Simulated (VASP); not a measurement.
A run of VASP 6.6.1 is set up as follows.

The input INCAR:

```
  PREC = Accurate
  ENCUT = 520
  EDIFF = 1E-6
  ISMEAR = -1
  SIGMA = 0.05
  LREAL = False
  LASPH = True
  NELM = 60
  ALGO = Normal
  ISIF = 2
  LWAVE = False
  LCHARG = True
  GGA = CA
  LELF = True
  LVHAR = True
  NBANDS = 25
```

Contents of KPOINTS:

```
Automatic mesh
0
Gamma
  10 10 5
```

The input POSCAR:

```
CuO
1.0
    2.3755041962     -1.7359473225      0.0000000000
    2.3755041962      1.7359473225      0.0000000000
   -0.8718787375      0.0000000000      5.1260155593
Cu O
2 2
Direct
    0.4968000000      0.0032000000      0.5000000000
    0.0032000000      0.4968000000      0.0000000000
    0.4056000000      0.5714000000      0.7537000000
    0.5714000000      0.4056000000      0.2537000000
```

Potentials or basis: VASP PAW LDA potentials, release 64 (Cu, O).

Launch:

```console
$ cat potpaw_LDA.64/Cu/POTCAR potpaw_LDA.64/O/POTCAR > POTCAR
$ mpirun -np 1 vasp_std > vasp.out
```

Task: What does it give for the band gap on the k mesh?

Result: Zero (band 17 reaches 5.09 eV, above the bottom of band 18 at 4.48 eV).

Task: Predict the pressure.

Result: -14.6 GPa.

Task: Estimate the largest force.

Result: 0.784 eV/Å.

Forces in eV/Å, atoms in the order of the input:
```
Cu  -0.500 -0.242  0.182
Cu  -0.500  0.242  0.182
O    0.500 -0.576 -0.182
O    0.500  0.576 -0.182
```

Caveat: semilocal functionals often make such compounds metallic where correlation or magnetic order opens a gap, which also shifts bond lengths. With open d or f shells a metallic result of LDA can be an artefact of self-interaction; +U or a hybrid may open a gap.
